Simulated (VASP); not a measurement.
# Na5Ir in VASP: further runs

Runs on Na5Ir. Level: PBE. Tasks: single point.

All numbers are computed with VASP 6.6.1; they aren't measurements. Logs are shortened: lines on timing, memory, paths and dates and some standing lists are left out, and cuts for length are marked.

## Step 1: The cell of the first run

It takes space group R32 (No. 155, trigonal). The conventional cell has a = 5.735 Å, b = 5.735 Å, c = 15.358 Å, α = 90.00°, β = 90.00°, γ = 120.00°. Na (site symmetry 3) has 12 Na at 3.22 to 4.33 Å and 3 Ir at 3.31 Å within 4.4 Å. Within 4.1 Å of Na (site symmetry 2) lie 10 Na at 3.13 to 3.70 Å and 2 Ir at 3.13 Å. Within 4.1 Å of Na (site symmetry 2) lie 10 Na at 3.13 to 3.70 Å and 2 Ir at 3.13 Å. Ir (site symmetry 32) has 12 Na at 3.13 to 3.31 Å within 4.1 Å.

## Step 2: Single point, PBE

The input, INCAR:

```
SYSTEM = Na5Ir
PREC = Accurate ; ENCUT = 520
EDIFF = 1E-7 ; ISMEAR = 0
SIGMA = 0.2 ; LREAL = .False.
LASPH = .True. ; NELM = 80
ALGO = Fast ; ISIF = 2
LWAVE = .False. ; LCHARG = .False.
GGA = PE ; NBANDS = 56
```

The input, KPOINTS:

```
Automatic mesh
0
Gamma
  4 4 4
  0 0 0
```

The input, POSCAR:

```
Na5Ir
1.0
    5.7346319061      0.0000000000      0.0000000000
   -2.8673159531     -1.6554456374     -5.1194082190
    0.0000000000      9.9326738241      0.0000000000
Na Ir
10 2
Direct
    0.0143570625      0.0287141250      0.6714523542
    0.5143570625      0.0287141250      0.1714523542
    0.4856429375      0.9712858750      0.8285476458
    0.9856429375      0.9712858750      0.3285476458
    0.4361947044      0.5000000000      0.5638052956
    0.9361947044      0.5000000000      0.0638052956
    0.4361947044      0.5000000000      0.9361947044
    0.9361947044      0.5000000000      0.4361947044
    0.8776105913      0.5000000000      0.7500000000
    0.3776105913      0.5000000000      0.2500000000
    0.5000000000      0.0000000000      0.5000000000
    0.0000000000      1.0000000000      1.0000000000
```

Potentials or basis: VASP PAW PBE potentials, release 64 (Na_pv, Ir).

On the command line:

```bash
cat potpaw_PBE.64/Na_pv/POTCAR potpaw_PBE.64/Ir/POTCAR > POTCAR
mpirun -np 1 vasp_std > vasp.out
```

OUTCAR:

```text
SYSTEM = Na5Ir
   PREC = Accurate
   ENCUT = 520
   EDIFF = 1E-7
   ISMEAR = 0
   LREAL = .False.
   LASPH = .True.
   NELM = 80
   ISIF = 2
   GGA = PE

 ion  position               nearest neighbor table
   1  0.014  0.029  0.671-
   2  0.514  0.029  0.171-
   3  0.486  0.971  0.829-
   4  0.986  0.971  0.329-
   5  0.436  0.500  0.564-
   6  0.936  0.500  0.064-
   7  0.436  0.500  0.936-
   8  0.936  0.500  0.436-
   9  0.878  0.500  0.750-
  10  0.378  0.500  0.250-
  11  0.500  0.000  0.500-
  12  0.000  0.000  0.000-

  LATTYP: Found a base centered monoclinic cell.
 ALAT       =    10.7608253905
 B/A-ratio  =     0.5329174759
 C/A-ratio  =     0.9230401446
 COS(beta)  =    -0.3076800482

  Lattice vectors:

 A1 = (   2.8673159530,  -1.6554456374,  -5.1194082190)
 A2 = (  -2.8673159531,  -1.6554456374,  -5.1194082190)
 A3 = (   0.0000000000,   9.9326738241,   0.0000000000)

Analysis of symmetry for initial positions (statically):
=====================================================================
 Subroutine PRICEL returns following result:

  LATTYP: Found a trigonal (rhomboedric) cell.
 ALAT       =     6.0967484404
 COS(alpha) =     0.5576311418

  Lattice vectors:

 A1 = (  -2.8673159531,  -1.6554456374,  -5.1194082190)
 A2 = (  -0.0000000001,   3.3108912747,  -5.1194082190)
 A3 = (   2.8673159530,  -1.6554456374,  -5.1194082190)

   2 primitive cells build up your supercell.

 Routine SETGRP: Setting up the symmetry group for a
 base centered monoclinic supercell.

 Subroutine GETGRP returns: Found  2 space group operations
 (whereof  2 operations were pure point group operations)
 out of a pool of  4 trial point group operations.

The static configuration has the point symmetry C_2 .

Analysis of symmetry for dynamics (positions and initial velocities):
=====================================================================
 Subroutine PRICEL returns following result:

  LATTYP: Found a trigonal (rhomboedric) cell.
 ALAT       =     6.0967484404
 COS(alpha) =     0.5576311418

  Lattice vectors:

 A1 = (  -2.8673159531,  -1.6554456374,  -5.1194082190)
 A2 = (  -0.0000000001,   3.3108912747,  -5.1194082190)
 A3 = (   2.8673159530,  -1.6554456374,  -5.1194082190)

   2 primitive cells build up your supercell.

 Routine SETGRP: Setting up the symmetry group for a
 base centered monoclinic supercell.

 Subroutine GETGRP returns: Found  2 space group operations
 (whereof  2 operations were pure point group operations)
 out of a pool of  4 trial point group operations.

The dynamic configuration has the point symmetry C_2 .

 Subroutine INISYM returns: Found  2 space group operations
 (whereof  2 operations are pure point group operations),
 and found     2 'primitive' translations

----------------------------------------------------------------------------------------

                                     Primitive cell

  volume of cell :     145.8013

  direct lattice vectors                    reciprocal lattice vectors
    -2.867315953 -1.655445637 -5.119408219    -0.174379109 -0.100677825 -0.065111692
    -0.000000000  3.310891275 -5.119408219    -0.000000000  0.201355651 -0.065111692
     2.867315953 -1.655445637 -5.119408219     0.174379109 -0.100677825 -0.065111692

  length of vectors
     6.096748440  6.096748440  6.096748440     0.211621432  0.211621432  0.211621432

  position of ions in fractional coordinates (direct lattice)
     0.342904708  0.342904708  0.342904708
     0.657095292  0.657095292  0.657095292
     0.500000000  0.127610591  0.872389409
     0.127610591  0.872389409  0.500000000
     0.872389409  0.500000000  0.127610591
     0.000000000  0.000000000  0.000000000

  ion indices of the primitive-cell ions
   primitive index   ion index
                 1           1
                 2           4
                 3           6
                 4           8
                 5           9
                 6          12

----------------------------------------------------------------------------------------

 KPOINTS: Automatic mesh

Automatic generation of k-mesh.
 Grid dimensions read from file:
 generate k-points for:    4    4    4

 Generating k-lattice:

  Cartesian coordinates                     Fractional coordinates (reciprocal lattice)
     0.043594777  0.000000000 -0.024416885     0.250000000  0.000000000  0.000000000
     0.000000000  0.000000000 -0.048833769     0.000000000  0.250000000  0.000000000
     0.000000000  0.025169456 -0.008138962     0.000000000  0.000000000  0.250000000

  Length of vectors
     0.049966878  0.048833769  0.026452679

  Shift w.r.t. Gamma in fractional coordinates (k-lattice)
     0.000000000  0.000000000  0.000000000

 Subroutine IBZKPT returns following result:
 ===========================================

 Found     24 irreducible k-points:

 Following reciprocal coordinates:
            Coordinates               Weight
  0.000000  0.000000  0.000000      1.000000
  0.250000  0.000000  0.000000      4.000000
  0.500000  0.000000  0.000000      2.000000
  0.000000  0.250000  0.000000      2.000000
  0.250000  0.250000  0.000000      4.000000
  0.500000  0.250000  0.000000      2.000000
[... 16 lines left out ...]
  0.500000  0.250000  0.500000      2.000000
  0.000000  0.500000  0.500000      1.000000
   k-points           NKPTS =     24   k-points in BZ     NKDIM =     24   number of bands    NBANDS=     56
   number of dos      NEDOS =    301   number of ions     NIONS =     12
   total plane-waves  NPLWV = 184320
   dimension x,y,z NGX =    48 NGY =   48 NGZ =   80
   dimension x,y,z NGXF=    96 NGYF=   96 NGZF=  160
   ions per type =              10   2
   NGX,Y,Z   is equivalent  to a cutoff of  13.92, 13.09, 13.39 a.u.
   NGXF,Y,Z  is equivalent  to a cutoff of  27.83, 26.18, 26.78 a.u.
 SYSTEM =  Na5Ir
   PREC   = accura    normal or accurate (medium, high low for compatibility)
   ISTART =      0    job   : 0-new  1-cont  2-samecut
   ICHARG =      2    charge: 1-file 2-atom 10-const
   ISPIN  =      1    spin polarized calculation?
   LNONCOLLINEAR =      F non collinear calculations
   LSORBIT =      F    spin-orbit coupling
   LASPH  =      T    aspherical Exc in radial PAW
   ENCUT  =  520.0 eV  38.22 Ry    6.18 a.u.  10.66 11.34 18.47*2*pi/ulx,y,z
   NELM   =     80;   NELMIN=  2; NELMDL= -5     # of ELM steps
   EDIFF  = 0.1E-06   stopping-criterion for ELM
   LREAL  =      F    real-space projection
   EDIFFG = 0.1E-05   stopping-criterion for IOM
   NSW    =      0    number of steps for IOM
   IBRION =     -1    ionic relax: 0-MD 1-quasi-New 2-CG
   NFREE  =      0    steps in history (QN), initial steepest desc. (CG)
   ISIF   =      2    stress and relaxation
   ISYM   =      2    0-nonsym 1-usesym 2-fastsym
   POTIM  = 0.5000    time-step for ionic-motion
   TEBEG  =    0.0;   TEEND  =   0.0 temperature during run
   PSTRESS=    0.0 pullay stress
   NELECT =      88.0000    total number of electrons
   NUPDOWN=      -1.0000    fix difference up-down
   EMIN   =  10.00;   EMAX   =-10.00  energy-range for DOS
   EFERMI =   0.00;   METHOD = LEGACY
   ISMEAR =     0;   SIGMA  =   0.20  broadening in eV -4-tet -1-fermi 0-gaus
   EFERMI_NEDOS =   21; number of points for ismear=-14 and -15
   IALGO  =     68    algorithm
   IMIX   =      4    mixing-type and parameters
     AMIX     =   0.40;   BMIX     =  1.00
     AMIX_MAG =   1.60;   BMIX_MAG =  1.00
  volume/ion in A,a.u.               =      24.30       163.99
  Fermi-wavevector in a.u.,A,eV,Ry     =   1.098092  2.075092 16.405975  1.205805
  Thomas-Fermi vector in A             =   2.234463
   LORBIT       =      0    0 simple, 1 ext, 2 COOP (PROOUT), +10 PAW based schemes
   GGA     = PE    functional components
   LHFCALC =     F    Hartree Fock is set to
   AEXX    =    0.0000 exact exchange contribution
   IVDW    =     0    specifies the selected vdW correction
   LEPSILON=     F    determine dielectric tensor
   LRPA    =     F    only Hartree local field effects (RPA)
 non-spin polarized calculation
 RMM-DIIS sequential band-by-band and
 Gauss-broadening in eV      SIGMA  =   0.20
  energy-cutoff  :      520.00
  volume of cell :      291.60
 maximum number of plane-waves:      7881
 NGX is ok and might be reduce to    48
   NGX = 21   NGY = 23   NGZ = 37

 number of electron      88.0000013 magnetization

 Free energy of the ion-electron system (eV)
  ---------------------------------------------------
  ext. energy  EPLUGINS =         0.00000000
  ---------------------------------------------------
  free energy    TOTEN  =       -26.67700696 eV

  energy without entropy =      -26.60224426  energy(sigma->0) =      -26.63962561

 E-fermi :   1.6037     XC(G=0):  -8.1526

 val. band max:        1.6008085125   @ k =   0.0000  -0.2500   0.2500
 cond. band min:       1.6515936211   @ k =   0.2500   0.2500   0.5000
 fundamental gap:      0.0507851086
 Fermi energy:         1.6036924470

 k-point     1 :       0.0000    0.0000    0.0000
  band No.  band energies     occupation
      1     -22.8593      2.00000
      2     -22.8561      2.00000
      3     -22.8168      2.00000
      4     -22.8143      2.00000
      5     -22.8137      2.00000
      6     -22.7904      2.00000
[... 48 lines left out ...]
     55       5.5761      0.00000
     56       5.5898      0.00000

 k-point     2 :       0.2500    0.0000    0.0000
  band No.  band energies     occupation
      1     -22.8570      2.00000
      2     -22.8436      2.00000
      3     -22.8278      2.00000
      4     -22.8220      2.00000
      5     -22.8031      2.00000
      6     -22.7987      2.00000
[... 48 lines left out ...]
     55       5.7747      0.00000
     56       6.1870      0.00000
[... 1237 lines left out ...]
     55       6.2747      0.00000
     56       6.2786      0.00000

 k-point    24 :       0.0000    0.5000    0.5000
  band No.  band energies     occupation
      1     -22.8545      2.00000
      2     -22.8545      2.00000
      3     -22.8192      2.00000
      4     -22.8192      2.00000
      5     -22.7994      2.00000
      6     -22.7994      2.00000
[... 48 lines left out ...]
     55       6.8021      0.00000
     56       6.8098      0.00000

------------------------ aborting loop because EDIFF is reached ----------------------------------------

  FORCE on cell =-STRESS in cart. coord.  units (eV):
  Direction    XX          YY          ZZ          XY          YZ          ZX
  --------------------------------------------------------------------------------------
  -------------------------------------------------------------------------------------
  Total        0.0376158      0.0030512      0.2073771      0.0000000      0.0354594      0.0000000
  in kB        0.2066757      0.0167645      1.1394098      0.0000000      0.1948275      0.0000000
  external PRESSURE =       0.4542833 kB  Pullay stress =       0.0000000 kB

 VOLUME and BASIS-vectors are now :
 -----------------------------------------------------------------------------
  energy-cutoff  :      520.00
  volume of cell :      291.60
      direct lattice vectors                 reciprocal lattice vectors
     5.734631906  0.000000000  0.000000000     0.174379109  0.000000000 -0.097667539
    -2.867315953 -1.655445637 -5.119408219     0.000000000  0.000000000 -0.195335077
     0.000000000  9.932673824  0.000000000     0.000000000  0.100677825 -0.032555846

 POSITION                                       TOTAL-FORCE (eV/Angst)
 -----------------------------------------------------------------------------------
     -0.00000      6.62178     -0.14700         0.000096      0.005993     -0.003090
      2.86732      1.65545     -0.14700         0.000096      0.005993     -0.003090
     -0.00000      6.62178     -4.97241         0.000096     -0.005993      0.003090
      2.86732      1.65545     -4.97241         0.000096     -0.005993      0.003090
      1.06776      4.77237     -2.55970         0.000261      0.001798     -0.001218
      3.93507     -0.19397     -2.55970         0.000261      0.001798     -0.001218
      1.06776      8.47119     -2.55970         0.000261     -0.001798      0.001218
      3.93507      3.50486     -2.55970         0.000261     -0.001798      0.001218
      3.59912      6.62178     -2.55970         0.000682     -0.000000     -0.000000
      0.73180      1.65545     -2.55970         0.000682     -0.000000     -0.000000
      2.86732      4.96634      0.00000        -0.001396     -0.000000      0.000000
      0.00000      0.00000      0.00000        -0.001396     -0.000000      0.000000
 -----------------------------------------------------------------------------------
    total drift:                               -0.000301      0.000001     -0.000000

  FREE ENERGIE OF THE ION-ELECTRON SYSTEM (eV)
  ---------------------------------------------------
  free  energy   TOTEN  =       -26.6770069586 eV

  energy  without entropy=      -26.6022442633  energy(sigma->0) =      -26.63962561
```

Run time: 17 min. Hardware: 1 thread of Intel Xeon 8259CL, shared host; peak memory 0.61 GiB.

Results:

```
Free energy            : -26.6770 eV
Pressure               : 0.0 GPa
Largest force          : 0.007 eV/Å
Band gap on the k mesh : zero (bands 44 and 45 overlap by 1.57 eV)
```

Forces in eV/Å, atoms in the order of the input:
```
Na   0.000  0.006 -0.003
Na   0.000  0.006 -0.003
Na   0.000 -0.006  0.003
Na   0.000 -0.006  0.003
Na   0.000  0.002 -0.001
Na   0.000  0.002 -0.001
Na   0.000 -0.002  0.001
Na   0.000 -0.002  0.001
Na   0.001  0.000  0.000
Na   0.001  0.000  0.000
Ir  -0.001  0.000  0.000
Ir  -0.001  0.000  0.000
```

Levels at points of the mesh, in eV from the Fermi level:
| k point | band 40 | band 41 | band 42 | band 43 | band 44 | band 45 | band 46 | band 47 | band 48 | band 49 |
| --- | --- | --- | --- | --- | --- | --- | --- | --- | --- | --- |
| (0.00, 0.00, 0.00) | -0.65 | -0.65 | -0.59 | -0.49 | 1.40 | 1.60 | 1.62 | 1.87 | 1.92 | 1.96 |
| (0.50, 0.00, 0.00) | -0.74 | -0.59 | -0.59 | -0.46 | -0.46 | 0.41 | 0.41 | 1.01 | 1.01 | 1.34 |
| (0.00, 0.50, 0.00) | -0.59 | -0.58 | -0.58 | -0.56 | -0.48 | 0.45 | 0.77 | 0.90 | 2.08 | 2.21 |
| (0.00, 0.00, 0.50) | -0.68 | -0.61 | -0.61 | -0.04 | -0.04 | 1.61 | 1.61 | 2.06 | 2.06 | 2.28 |
| (0.50, 0.00, 0.50) | -0.60 | -0.59 | -0.56 | -0.49 | -0.48 | 0.45 | 0.77 | 0.90 | 1.62 | 1.87 |
| (0.00, 0.50, 0.50) | -0.67 | -0.58 | -0.58 | -0.54 | -0.54 | 0.47 | 0.47 | 1.34 | 1.34 | 1.87 |

Caveat: spin-orbit coupling is left out, which moves the levels of the heavy elements.

(Part 1 of 2 ends here.)

The gap in the log of VASP goes by the Fermi energy; the results here count the filled bands.